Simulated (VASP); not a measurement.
# Au (Im-3m) in VASP: notebook

The runs below take Au through single point, with PBE.

All numbers are computed with VASP 6.6.1; they aren't measurements. Logs are shortened: lines on timing, memory, paths and dates and some standing lists are left out, and cuts for length are marked.

## 1. The cell of the first run

Symmetry: Im-3m, No. 229, cubic system. The conventional cell has a = 3.088 Å, b = 3.088 Å, c = 3.088 Å, α = 90.00°, β = 90.00°, γ = 90.00°. Au (site symmetry m-3m) has 14 Au at 2.67 to 3.09 Å within 3.5 Å.

## 2. Single point, PBE (Ag replaced by Au, lengths x 0.963, strained)

The input, INCAR:

```
SYSTEM = Au
PREC = Accurate
ENCUT = 520
EDIFF = 1E-6
ISMEAR = 0
SIGMA = 0.1
LREAL = .FALSE.
LASPH = .TRUE.
NELM = 100
ALGO = Normal
ISIF = 2
LWAVE = .FALSE.
LCHARG = .FALSE.
GGA = PE
NBANDS = 12
```

The input, KPOINTS:

```
Automatic mesh
0
G
  8 8 8
  0 0 0
```

The input, POSCAR:

```
Au
1.0
   -1.5441828126      1.5441828126      1.5441828126
    1.5441828126     -1.5441828126      1.5441828126
    1.5441828126      1.5441828126     -1.5441828126
Au
1
Direct
    0.0000000000      0.0000000000      0.0000000000
```

Potentials or basis: VASP PAW PBE potentials, release 64 (Au).

Command:

```
> cat potpaw_PBE.64/Au/POTCAR > POTCAR
> mpirun -np 1 vasp_std > vasp.out
```

OUTCAR:

```text
SYSTEM = Au
   PREC = Accurate
   ENCUT = 520
   EDIFF = 1E-6
   ISMEAR = 0
   LREAL = .FALSE.
   LASPH = .TRUE.
   NELM = 100
   ISIF = 2
   GGA = PE

 ion  position               nearest neighbor table
   1  0.000  0.000  0.000-

  LATTYP: Found a body centered cubic cell.
 ALAT       =     3.0883656252

  Lattice vectors:

 A1 = (  -1.5441828126,   1.5441828126,   1.5441828126)
 A2 = (   1.5441828126,  -1.5441828126,   1.5441828126)
 A3 = (   1.5441828126,   1.5441828126,  -1.5441828126)

Analysis of symmetry for initial positions (statically):
=====================================================================
 Subroutine PRICEL returns:
 Original cell was already a primitive cell.

 Routine SETGRP: Setting up the symmetry group for a
 body centered cubic supercell.

 Subroutine GETGRP returns: Found 48 space group operations
 (whereof 48 operations were pure point group operations)
 out of a pool of 48 trial point group operations.

The static configuration has the point symmetry O_h .

Analysis of symmetry for dynamics (positions and initial velocities):
=====================================================================
 Subroutine PRICEL returns:
 Original cell was already a primitive cell.

 Routine SETGRP: Setting up the symmetry group for a
 body centered cubic supercell.

 Subroutine GETGRP returns: Found 48 space group operations
 (whereof 48 operations were pure point group operations)
 out of a pool of 48 trial point group operations.

The dynamic configuration has the point symmetry O_h .

 Subroutine INISYM returns: Found 48 space group operations
 (whereof 48 operations are pure point group operations),
 and found     1 'primitive' translations

----------------------------------------------------------------------------------------

                                     Primitive cell

  volume of cell :      14.7284

  direct lattice vectors                    reciprocal lattice vectors
    -1.544182813  1.544182813  1.544182813     0.000000000  0.323795859  0.323795859
     1.544182813 -1.544182813  1.544182813     0.323795859  0.000000000  0.323795859
     1.544182813  1.544182813 -1.544182813     0.323795859  0.323795859  0.000000000

  length of vectors
     2.674603088  2.674603088  2.674603088     0.457916495  0.457916495  0.457916495

  position of ions in fractional coordinates (direct lattice)
     0.000000000  0.000000000  0.000000000

  ion indices of the primitive-cell ions
[... 75 lines left out ...]
   LREAL  =      F    real-space projection
   EDIFFG = 0.1E-04   stopping-criterion for IOM
   NSW    =      0    number of steps for IOM
   IBRION =     -1    ionic relax: 0-MD 1-quasi-New 2-CG
   NFREE  =      0    steps in history (QN), initial steepest desc. (CG)
   ISIF   =      2    stress and relaxation
   ISYM   =      2    0-nonsym 1-usesym 2-fastsym
   POTIM  = 0.5000    time-step for ionic-motion
   TEBEG  =    0.0;   TEEND  =   0.0 temperature during run
   PSTRESS=    0.0 pullay stress
   NELECT =      11.0000    total number of electrons
   NUPDOWN=      -1.0000    fix difference up-down
   EMIN   =  10.00;   EMAX   =-10.00  energy-range for DOS
   EFERMI =   0.00;   METHOD = LEGACY
   ISMEAR =     0;   SIGMA  =   0.10  broadening in eV -4-tet -1-fermi 0-gaus
   EFERMI_NEDOS =   21; number of points for ismear=-14 and -15
   IALGO  =     38    algorithm
   IMIX   =      4    mixing-type and parameters
     AMIX     =   0.40;   BMIX     =  1.00
     AMIX_MAG =   1.60;   BMIX_MAG =  1.00
  volume/ion in A,a.u.               =      14.73        99.39
  Fermi-wavevector in a.u.,A,eV,Ry     =   1.485321  2.806850 30.016884  2.206179
  Thomas-Fermi vector in A             =   2.598747
   LORBIT       =      0    0 simple, 1 ext, 2 COOP (PROOUT), +10 PAW based schemes
   GGA     = PE    functional components
   LHFCALC =     F    Hartree Fock is set to
   AEXX    =    0.0000 exact exchange contribution
   IVDW    =     0    specifies the selected vdW correction
   LEPSILON=     F    determine dielectric tensor
   LRPA    =     F    only Hartree local field effects (RPA)
 non-spin polarized calculation
 Gauss-broadening in eV      SIGMA  =   0.10
  energy-cutoff  :      520.00
  volume of cell :       14.73
 maximum number of plane-waves:       420
   NGX =  9   NGY =  9   NGZ =  9

 number of electron      11.0000004 magnetization

 Free energy of the ion-electron system (eV)
  ---------------------------------------------------
  ext. energy  EPLUGINS =         0.00000000
  ---------------------------------------------------
  free energy    TOTEN  =        -2.76209570 eV

  energy without entropy =       -2.75679096  energy(sigma->0) =       -2.75944333

 E-fermi :  12.4224     XC(G=0): -13.6140

 val. band max:       12.4187812377   @ k =   0.3750   0.1250   0.0000
 cond. band min:      12.6408877538   @ k =   0.2500   0.1250   0.1250
 fundamental gap:      0.2221065162
 Fermi energy:        12.4223867406

 k-point     1 :       0.0000    0.0000    0.0000
  band No.  band energies     occupation
      1       0.6211      2.00000
      2       6.3237      2.00000
      3       6.3237      2.00000
      4       6.3237      2.00000
      5       8.7618      2.00000
      6       8.7618      2.00000
      7      28.5444      0.00000
      8      28.5444      0.00000
      9      28.5444      0.00000
     10      38.8411      0.00000
     11      38.8411      0.00000
     12      39.2857      0.00000
[... 331 lines left out ...]
 k-point    24 :      -0.3750    0.3750    0.2500
  band No.  band energies     occupation
      1       4.8021      2.00000
      2       5.3129      2.00000
      3       7.1008      2.00000
      4       7.7659      2.00000
      5       9.5882      2.00000
      6      11.9629      2.00000
      7      21.5535      0.00000
      8      24.5537      0.00000
      9      26.9291      0.00000
     10      30.0384      0.00000
     11      36.9958      0.00000
     12      39.0558      0.00000

 [... further k-points ...]
[... 5 lines left out ...]
  --------------------------------------------------------------------------------------
  -------------------------------------------------------------------------------------
  Total        4.5251103      4.5251103      4.5251103     -0.0000000      0.0000000     -0.0000000
  in kB      492.2476067    492.2476067    492.2476067     -0.0000000      0.0000000     -0.0000000
  external PRESSURE =     492.2476067 kB  Pullay stress =       0.0000000 kB

 VOLUME and BASIS-vectors are now :
 -----------------------------------------------------------------------------
  energy-cutoff  :      520.00
  volume of cell :       14.73
      direct lattice vectors                 reciprocal lattice vectors
    -1.544182813  1.544182813  1.544182813     0.000000000  0.323795859  0.323795859
     1.544182813 -1.544182813  1.544182813     0.323795859  0.000000000  0.323795859
     1.544182813  1.544182813 -1.544182813     0.323795859  0.323795859  0.000000000

 POSITION                                       TOTAL-FORCE (eV/Angst)
 -----------------------------------------------------------------------------------
      0.00000      0.00000      0.00000        -0.000000      0.000000     -0.000000
 -----------------------------------------------------------------------------------
    total drift:                                0.000000      0.000000      0.000000

  FREE ENERGIE OF THE ION-ELECTRON SYSTEM (eV)
  ---------------------------------------------------
  free  energy   TOTEN  =        -2.7620956968 eV

  energy  without entropy=       -2.7567909589  energy(sigma->0) =       -2.75944333
```

OSZICAR:

```text
N       E                     dE             d eps       ncg     rms          rms(c)
DAV:   1     0.515035662436E+02    0.51504E+02   -0.58296E+03   720   0.841E+02
DAV:   2    -0.234449401555E+01   -0.53848E+02   -0.51139E+02   820   0.197E+02
DAV:   3    -0.304657444062E+01   -0.70208E+00   -0.70177E+00   816   0.218E+01
DAV:   4    -0.304860735077E+01   -0.20329E-02   -0.20328E-02   824   0.130E+00
DAV:   5    -0.304861988662E+01   -0.12536E-04   -0.12536E-04   816   0.970E-02    0.143E+01
DAV:   6    -0.279958177684E+01    0.24904E+00   -0.52249E-01   776   0.610E+00    0.861E+00
DAV:   7    -0.276554155540E+01    0.34040E-01   -0.11517E-01   816   0.286E+00    0.293E+00
DAV:   8    -0.276210338688E+01    0.34382E-02   -0.57873E-03   760   0.685E-01    0.306E-01
DAV:   9    -0.276209089319E+01    0.12494E-04   -0.21538E-05   828   0.444E-02    0.155E-02
DAV:  10    -0.276209552321E+01   -0.46300E-05   -0.19260E-06   804   0.117E-02    0.469E-03
DAV:  11    -0.276209569681E+01   -0.17360E-06   -0.43411E-08   424   0.169E-03
   1 F= -.27620957E+01 E0= -.27594433E+01  d E =-.530474E-02
```

stdout:

```text
POSCAR found type information on POSCAR Au
 POSCAR found :  1 types and       1 ions
 scaLAPACK will be used
 LDA part: xc-table for (Slater+PW92), standard interpolation
 POSCAR, INCAR and KPOINTS ok, starting setup
 FFT: planning ... GRIDC
 FFT: planning ... GRID_SOFT
 FFT: planning ... GRID
 WAVECAR not read
 entering main loop
```

It took 2.5 s on 1 thread of Intel Xeon 6975P-C (Granite Rapids), shared host; peak memory 0.12 GiB.

Results:

| Quantity | Value |
| --- | --- |
| Free energy | -2.7621 eV |
| Pressure | 49.2 GPa |

Levels at points of the mesh, in eV from the Fermi level:
| k point | band 3 | band 4 | band 5 | band 6 | band 7 | band 8 | band 9 | band 10 |
| --- | --- | --- | --- | --- | --- | --- | --- | --- |
| (0.00, 0.00, 0.00) | -6.10 | -6.10 | -3.66 | -3.66 | 16.12 | 16.12 | 16.12 | 26.42 |
| (0.50, 0.00, 0.00) | -3.82 | -3.36 | -1.62 | -1.59 | 4.24 | 12.06 | 14.71 | 23.37 |
| (0.50, 0.50, 0.50) | -2.13 | -2.13 | -2.13 | 6.16 | 6.16 | 6.16 | 11.36 | 17.51 |

Caveat: the cell differs from its parent crystal (Ag replaced by Au, lengths x 0.963, strained); spin-orbit coupling is left out, which moves the levels of the heavy elements.

## 3. Single point, PBE (Ag replaced by Au, lengths x 0.963, strained)

The input, INCAR:

```
SYSTEM = Au
PREC = Accurate
ENCUT = 520
EDIFF = 1E-6
ISMEAR = 0
SIGMA = 0.1
LREAL = .False.
LASPH = .True.
NELM = 60
ALGO = Normal
ISIF = 2
LWAVE = .False.
LCHARG = .False.
GGA = PE
NBANDS = 12
```

The input, KPOINTS:

```
regular mesh
0
Gamma
  18 18 18
  0 0 0
```

POSCAR is that of step 2.

Potentials or basis: VASP PAW PBE potentials, release 64 (Au).

Command:

```
> cat potpaw_PBE.64/Au/POTCAR > POTCAR
> mpirun -np 1 vasp_std > vasp.out
```

It took 10 s on 1 thread of Intel Xeon 6975P-C (Granite Rapids), shared host; peak memory 0.15 GiB.

It converged, with:

| Quantity | Value |
| --- | --- |
| Free energy | -2.7978 eV |
| Pressure | 49.6 GPa |

Levels at points of the mesh, in eV from the Fermi level:
| k point | band 2 | band 3 | band 4 | band 5 | band 6 | band 7 | band 8 | band 9 | band 10 | band 11 |
| --- | --- | --- | --- | --- | --- | --- | --- | --- | --- | --- |
| (0.00, 0.00, 0.00) | -5.82 | -5.82 | -5.82 | -3.38 | -3.38 | 16.38 | 16.38 | 16.38 | 26.67 | 26.67 |
| (0.50, 0.00, 0.00) | -7.22 | -3.54 | -3.09 | -1.34 | -1.34 | 4.51 | 12.31 | 14.97 | 23.62 | 24.18 |
| (0.50, 0.50, 0.50) | -8.38 | -1.85 | -1.85 | -1.85 | 6.42 | 6.42 | 6.42 | 11.63 | 17.77 | 17.77 |

Caveat: the cell differs from its parent crystal (Ag replaced by Au, lengths x 0.963, strained); spin-orbit coupling is left out, which moves the levels of the heavy elements.
